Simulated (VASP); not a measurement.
# LiH (F-43m) in VASP: G0W0 quasiparticle levels with HSE06

Aim: the G0W0 quasiparticle levels of LiH with HSE06.

Everything below comes from runs of VASP 6.6.1. Logs are shortened: lines on timing, memory, paths and dates and some standing lists are left out, and cuts for length are marked.

## Step 1: The cell of the first run

It takes space group F-43m (No. 216, cubic). The conventional cell has a = 4.290 Å, b = 4.290 Å, c = 4.290 Å, α = 90.00°, β = 90.00°, γ = 90.00°. Within 2.5 Å of Li (site symmetry -43m) lie 4 H at 1.86 Å. H (site symmetry -43m) has 4 Li at 1.86 Å within 2.5 Å.

## Step 2: G0W0 quasiparticle levels, HSE06

Contents of POSCAR:

```
LiH
1.0
    0.0000000000      2.1451220117      2.1451220117
    2.1451220117      0.0000000000      2.1451220117
    2.1451220117      2.1451220117      0.0000000000
Li H
1 1
Direct
    0.0000000000      0.0000000000      0.0000000000
    0.2500000000      0.2500000000      0.2500000000
```

Contents of INCAR.step1:

```
  ALGO = Normal
  EDIFF = 1E-5
  ENCUT = 500
  GGA = PE
  ISIF = 2
  ISMEAR = 0
  LASPH = True
  LCHARG = False
  LREAL = False
  LWAVE = True
  NELM = 80
  PREC = Accurate
  SIGMA = 0.02
```

Contents of INCAR.step2:

```
  ALGO = Normal
  EDIFF = 1E-8
  ENCUT = 500
  GGA = PE
  HFSCREEN = 0.2
  ISMEAR = 0
  ISTART = 1
  LASPH = True
  LCHARG = False
  LHFCALC = True
  LREAL = False
  LWAVE = True
  NELM = 80
  PREC = Accurate
  PRECFOCK = Fast
  SIGMA = 0.01
```

Contents of INCAR.step3:

```
  ALGO = Exact
  EDIFF = 1E-8
  ENCUT = 500
  GGA = PE
  HFSCREEN = 0.2
  ISMEAR = 0
  ISTART = 1
  LASPH = True
  LCHARG = False
  LHFCALC = True
  LOPTICS = True
  LREAL = False
  LWAVE = True
  NBANDS = 121
  NELM = 1
  PREC = Accurate
  PRECFOCK = Fast
  SIGMA = 0.01
```

Contents of INCAR.step4:

```
  ALGO = EVGW0
  EDIFF = 1E-8
  ENCUT = 500
  ENCUTGW = 150.0
  GGA = PE
  HFSCREEN = 0.2
  ISMEAR = 0
  ISTART = 1
  LASPH = True
  LCHARG = False
  LHFCALC = True
  LREAL = False
  LWAVE = False
  NBANDS = 121
  NBANDSGW = 9
  NELMGW = 1
  NOMEGA = 96
  OMEGAMAX = 20
  PREC = Accurate
  PRECFOCK = Fast
  SIGMA = 0.01
```

Contents of KPOINTS:

```
k-points
0
Gamma
  4 4 4
```

Potentials or basis: VASP PAW PBE potentials, release 64 (Li_GW, H_GW).

On the command line:

```bash
> cat potpaw_PBE.64/Li_GW/POTCAR potpaw_PBE.64/H_GW/POTCAR > POTCAR
> cp INCAR.step1 INCAR
> mpirun -np 1 vasp_std > vasp.out
> cp INCAR.step2 INCAR
> mpirun -np 1 vasp_std > vasp.out
> cp INCAR.step3 INCAR
> mpirun -np 1 vasp_std > vasp.out
> cp INCAR.step4 INCAR
> mpirun -np 1 vasp_std > vasp.out
```

OUTCAR:

```text
EDIFF = 1E-8
   ENCUT = 500
   ENCUTGW = 150.0
   GGA = PE
   HFSCREEN = 0.2
   ISMEAR = 0
   ISTART = 1
   LASPH = True
   LHFCALC = True
   LREAL = False
   NELMGW = 1
   PREC = Accurate
   PRECFOCK = Fast

 ion  position               nearest neighbor table
   1  0.000  0.000  0.000-   2 1.86   2 1.86   2 1.86   2 1.86
   2  0.250  0.250  0.250-   1 1.86   1 1.86   1 1.86   1 1.86

  LATTYP: Found a face centered cubic cell.
 ALAT       =     4.2902440234

  Lattice vectors:

 A1 = (   0.0000000000,   2.1451220117,   2.1451220117)
 A2 = (   2.1451220117,   0.0000000000,   2.1451220117)
 A3 = (   2.1451220117,   2.1451220117,   0.0000000000)

Analysis of symmetry for initial positions (statically):
=====================================================================
 Subroutine PRICEL returns:
 Original cell was already a primitive cell.

 Routine SETGRP: Setting up the symmetry group for a
 face centered cubic supercell.

 Subroutine GETGRP returns: Found 24 space group operations
 (whereof 24 operations were pure point group operations)
 out of a pool of 48 trial point group operations.

The static configuration has the point symmetry T_d .

Analysis of symmetry for dynamics (positions and initial velocities):
=====================================================================
 Subroutine PRICEL returns:
 Original cell was already a primitive cell.

 Routine SETGRP: Setting up the symmetry group for a
 face centered cubic supercell.

 Subroutine GETGRP returns: Found 24 space group operations
 (whereof 24 operations were pure point group operations)
 out of a pool of 48 trial point group operations.

The dynamic configuration has the point symmetry T_d .

 Subroutine INISYM returns: Found 24 space group operations
 (whereof 24 operations are pure point group operations),
 and found     1 'primitive' translations

----------------------------------------------------------------------------------------

                                     Primitive cell

  volume of cell :      19.7418

  direct lattice vectors                    reciprocal lattice vectors
     0.000000000  2.145122012  2.145122012    -0.233086975  0.233086975  0.233086975
     2.145122012  0.000000000  2.145122012     0.233086975 -0.233086975  0.233086975
     2.145122012  2.145122012  0.000000000     0.233086975  0.233086975 -0.233086975

  length of vectors
     3.033660642  3.033660642  3.033660642     0.403718483  0.403718483  0.403718483

  position of ions in fractional coordinates (direct lattice)
     0.000000000  0.000000000  0.000000000
     0.250000000  0.250000000  0.250000000

  ion indices of the primitive-cell ions
   primitive index   ion index
                 1           1
                 2           2

----------------------------------------------------------------------------------------

 KPOINTS: k-points

Automatic generation of k-mesh.
 Grid dimensions read from file:
 generate k-points for:    4    4    4

 Generating k-lattice:

  Cartesian coordinates                     Fractional coordinates (reciprocal lattice)
    -0.058271744  0.058271744  0.058271744     0.250000000  0.000000000  0.000000000
     0.058271744 -0.058271744  0.058271744     0.000000000  0.250000000  0.000000000
     0.058271744  0.058271744 -0.058271744     0.000000000  0.000000000  0.250000000

  Length of vectors
     0.100929621  0.100929621  0.100929621

  Shift w.r.t. Gamma in fractional coordinates (k-lattice)
     0.000000000  0.000000000  0.000000000

 Subroutine IBZKPT returns following result:
 ===========================================

 Found      8 irreducible k-points:

 Following reciprocal coordinates:
            Coordinates               Weight
  0.000000  0.000000  0.000000      1.000000
  0.250000  0.000000  0.000000      8.000000
  0.500000  0.000000  0.000000      4.000000
  0.250000  0.250000  0.000000      6.000000
  0.500000  0.250000  0.000000     24.000000
 -0.250000  0.250000  0.000000     12.000000
  0.500000  0.500000  0.000000      3.000000
 -0.250000  0.500000  0.250000      6.000000
   k-points           NKPTS =      8   k-points in BZ     NKDIM =     64   number of bands    NBANDS=    121
   number of dos      NEDOS =    301   number of ions     NIONS =      2
   total plane-waves  NPLWV =  13824
   dimension x,y,z NGX =    24 NGY =   24 NGZ =   24
   dimension x,y,z NGXF=    48 NGYF=   48 NGZF=   48
   ions per type =               1   1
   NGX,Y,Z   is equivalent  to a cutoff of  13.15, 13.15, 13.15 a.u.
   NGXF,Y,Z  is equivalent  to a cutoff of  26.30, 26.30, 26.30 a.u.
 SYSTEM =  unknown system
   PREC   = accura    normal or accurate (medium, high low for compatibility)
   ISTART =      1    job   : 0-new  1-cont  2-samecut
   ICHARG =      0    charge: 1-file 2-atom 10-const
   ISPIN  =      1    spin polarized calculation?
   LNONCOLLINEAR =      F non collinear calculations
   LSORBIT =      F    spin-orbit coupling
   LASPH  =      T    aspherical Exc in radial PAW
   ENCUT  =  500.0 eV  36.75 Ry    6.06 a.u.   5.53  5.53  5.53*2*pi/ulx,y,z
   NELM   =     60;   NELMIN=  2; NELMDL=  0     # of ELM steps
   EDIFF  = 0.1E-07   stopping-criterion for ELM
   LREAL  =      F    real-space projection
   EDIFFG = 0.1E-06   stopping-criterion for IOM
   NSW    =      0    number of steps for IOM
   IBRION =     -1    ionic relax: 0-MD 1-quasi-New 2-CG
   NFREE  =      0    steps in history (QN), initial steepest desc. (CG)
   ISIF   =      0    stress and relaxation
   ISYM   =      3    0-nonsym 1-usesym 2-fastsym
   POTIM  = 0.5000    time-step for ionic-motion
   TEBEG  =    0.0;   TEEND  =   0.0 temperature during run
   PSTRESS=    0.0 pullay stress
   NELECT =       2.0000    total number of electrons
   NUPDOWN=      -1.0000    fix difference up-down
   EMIN   =  10.00;   EMAX   =-10.00  energy-range for DOS
   EFERMI =   0.00;   METHOD = LEGACY
   ISMEAR =     0;   SIGMA  =   0.01  broadening in eV -4-tet -1-fermi 0-gaus
   EFERMI_NEDOS =   21; number of points for ismear=-14 and -15
   IALGO  =     38    algorithm
   IMIX   =      1    mixing-type and parameters
     AMIX     =   0.40;   BMIX     =  1.00
     AMIX_MAG =   1.60;   BMIX_MAG =  1.00
  volume/ion in A,a.u.               =       9.87        66.61
  Fermi-wavevector in a.u.,A,eV,Ry     =   0.763173  1.442187  7.924476  0.582433
  Thomas-Fermi vector in A             =   1.862796
   LORBIT       =      0    0 simple, 1 ext, 2 COOP (PROOUT), +10 PAW based schemes
   GGA     = PE    functional components
   LHFCALC =     T    Hartree Fock is set to
   PRECFOCK=fast      Normal, Fast or Accurate (Low or Medium for compatibility)
   ENCUT4O =  -1.0   cutoff for four orbital integrals eV
   NKREDX  =     1    reduce k-point grid by
   NKREDY  =     1    reduce k-point grid by
   NKREDZ  =     1    reduce k-point grid by
   AEXX    =    1.0000 exact exchange contribution
   HFSCREEN=    0.0000 screening length (either q_TF or 0.3 A-1)
   HFSCREENC=   0.2000 screening length for correlation (either q_TF or 0.3 A-1)
   ENCUTFOCK=  -1.0 apply spherical cutoff to Coloumb kernel
   IVDW    =     0    specifies the selected vdW correction
   LEPSILON=     F    determine dielectric tensor
   LRPA    =     F    only Hartree local field effects (RPA)
   LRPAFORCE           =     F    calculate RPA forces
   ENCUTGW             = 150.0    cutoff for response function in eV
   ENCUTGWSOFT         = 120.0    soft cutoff for Coulomb kernel in GW response function in eV
   ENCUTLF             =  -1.0    cutoff for local field effects
   NELMGW              =     1    number of iterations in solving QP/BSE equation
   NELMHF              =     1    number of iterations in the inner HF iteration
   NKREDLFX            =     1    NKREDLFY  =   1   NKREDLFZ  =   1
 non-spin polarized calculation
 Gauss-broadening in eV      SIGMA  =   0.01
  energy-cutoff  :      500.00
  volume of cell :       19.74
 maximum number of plane-waves:       531
 NGX is ok and might be reduce to    24
  NGX = 14; NGY = 14; NGZ = 14
 maximum number of plane-waves:        92
 NGX is ok and might be reduce to    14

 QP shifts <psi_nk| G(iteration)W_0 |psi_nk>: iteration 1
 for sc-GW calculations column KS-energies equals QP-energies in previous step
 and V_xc(KS)=  KS-energies - (<T + V_ion + V_H > + <T+V_H+V_ion>^1  + <V_x>^1)

 k-point   1 :       0.0000    0.0000    0.0000
  band No.  KS-energies  QP-energies   sigma(KS)   V_xc(KS)     V^pw_x(r,r')   Z            occupation Imag(sigma)

      1      -8.8502      -9.9853     -11.7508     -10.1724     -14.4621       0.7192       2.0000       0.1172
      2      10.0405      10.2380      -8.7857      -9.0429      -3.9744       0.7677       0.0000      -0.5084
      3      14.2429      14.8581      -5.4650      -6.2937      -0.9547       0.7423       0.0000      -0.4026
      4      14.2429      14.8581      -5.4650      -6.2937      -0.9547       0.7423       0.0000      -0.4026
      5      14.2429      14.8581      -5.4650      -6.2937      -0.9547       0.7423       0.0000      -0.4026
      6      16.7492      17.1531      -6.3710      -6.9359      -1.8056       0.7150       0.0000      -0.9855
      7      16.7492      17.1531      -6.3710      -6.9359      -1.8056       0.7150       0.0000      -0.9855
      8      16.7492      17.1531      -6.3710      -6.9359      -1.8056       0.7150       0.0000      -0.9855
      9      23.4679      23.9255      -4.8109      -5.3521      -0.5620       0.8454       0.0000      -1.3445

 k-point   2 :       0.2500    0.0000    0.0000
  band No.  KS-energies  QP-energies   sigma(KS)   V_xc(KS)     V^pw_x(r,r')   Z            occupation Imag(sigma)

      1      -7.7453      -8.9487     -11.8952     -10.2981     -14.1858       0.7535       2.0000       0.0765
      2       4.9719       5.5260      -6.8000      -7.5027      -3.2154       0.7885       0.0000      -0.0761
      3      12.5387      13.2676      -5.6537      -6.5445      -1.3845       0.8183       0.0000      -0.4087
      4      12.5387      13.2676      -5.6537      -6.5445      -1.3845       0.8183       0.0000      -0.4087
      5      12.7527      13.1608      -7.0467      -7.5363      -2.3410       0.8335       0.0000      -0.6597
      6      17.8395      18.3564      -5.9182      -6.5109      -1.3591       0.8720       0.0000      -1.0623
      7      17.8395      18.3564      -5.9182      -6.5109      -1.3591       0.8720       0.0000      -1.0623
      8      19.5087      19.8204      -5.2668      -5.6819      -0.7448       0.7510       0.0000      -0.9720
      9      22.4260      23.1075      -5.4488      -6.1828      -0.9954       0.9286       0.0000      -1.6294

 k-point   3 :       0.5000    0.0000    0.0000
  band No.  KS-energies  QP-energies   sigma(KS)   V_xc(KS)     V^pw_x(r,r')   Z            occupation Imag(sigma)

      1      -5.8607      -7.1053     -12.5910     -10.9841     -14.3597       0.7745       2.0000       0.0428
      2       0.5777       1.1510      -5.8427      -6.5389      -2.8811       0.8236       0.0000      -0.0481
      3      11.9831      12.8132      -5.6184      -6.6533      -1.4920       0.8022       0.0000      -0.3155
      4      11.9831      12.8132      -5.6184      -6.6533      -1.4920       0.8022       0.0000      -0.3155
      5      12.9746      13.1926      -7.2161      -7.5056      -2.4205       0.7530       0.0000      -0.6537
      6      15.7824      16.0061      -5.9903      -6.2435      -1.3294       0.8839       0.0000      -0.9802
      7      15.7824      16.0061      -5.9903      -6.2435      -1.3294       0.8839       0.0000      -0.9802
      8      19.4829      19.7164      -5.7168      -6.0370      -0.9886       0.7294       0.0000      -1.0143
      9      26.4091      27.6068      -5.4709      -6.6982      -0.8886       0.9759       0.0000      -1.6888
[... 43 lines left out ...]
      1      -5.0530      -6.2804     -12.8165     -11.2353     -14.3812       0.7762       2.0000       0.0386
      2       3.6462       4.2372      -5.7578      -6.4758      -2.5344       0.8231       0.0000      -0.0553
      3       6.5981       6.9005      -6.2025      -6.6022      -2.1557       0.7566       0.0000      -0.1260
      4       7.4850       8.1853      -5.6908      -6.5861      -1.9109       0.7822       0.0000      -0.1104
      5       7.4850       8.1853      -5.6908      -6.5861      -1.9109       0.7822       0.0000      -0.1104
      6      15.1594      15.3307      -5.8845      -6.0989      -1.0740       0.7987       0.0000      -0.7561
      7      25.7931      26.8296      -6.5914      -7.5656      -1.5412       1.0639       0.0000      -2.0018
      8      30.0038      31.0347      -5.3254      -6.5872      -0.7297       0.8170       0.0000      -1.5247
      9      30.0038      31.0347      -5.3254      -6.5872      -0.7297       0.8170       0.0000      -1.5247

 k-point   8 :      -0.2500    0.5000    0.2500
  band No.  KS-energies  QP-energies   sigma(KS)   V_xc(KS)     V^pw_x(r,r')   Z            occupation Imag(sigma)

      1      -4.6800      -5.9308     -13.2036     -11.6017     -14.7107       0.7808       2.0000       0.0366
      2       2.8926       3.4943      -5.2408      -5.9792      -1.8324       0.8149       0.0000      -0.0614
      3       3.3697       4.0089      -5.6571      -6.4425      -2.4296       0.8139       0.0000      -0.0541
      4       7.6600       8.2326      -5.9287      -6.6566      -2.1439       0.7867       0.0000      -0.1184
      5      15.0847      15.4915      -6.7420      -7.2489      -1.8943       0.8025       0.0000      -0.7511
      6      17.0150      17.4787      -5.4969      -6.0836      -0.8304       0.7903       0.0000      -0.8174
      7      18.3804      18.9544      -5.9051      -6.6170      -1.4413       0.8063       0.0000      -1.1832
      8      23.8032      24.2942      -5.4816      -6.0693      -0.8173       0.8354       0.0000      -1.6090
      9      30.3416      31.3661      -5.7331      -6.8201      -1.0472       0.9425       0.0000      -2.0771
```

Wall time 55 s (1 thread of Intel Xeon 6975P-C (Granite Rapids), shared host); peak memory 0.31 GiB.

What came out:

```yaml
Quasiparticle_gap: 7.08 eV
Least_direct_quasiparticle_gap: 8.26 eV
Band_gap_of_the_starting_levels_on_the_mesh: 5.26 eV
Least_direct_gap_of_the_starting_levels_on_the_mesh: 6.44 eV
```

Caveat: the k points lie up to 0.63 Å⁻¹ apart; bands, screening cutoff and mesh are small and nothing is extrapolated, so the quasiparticle values aren't converged; the structure was generated, so it needn't be the stable form of LiH.
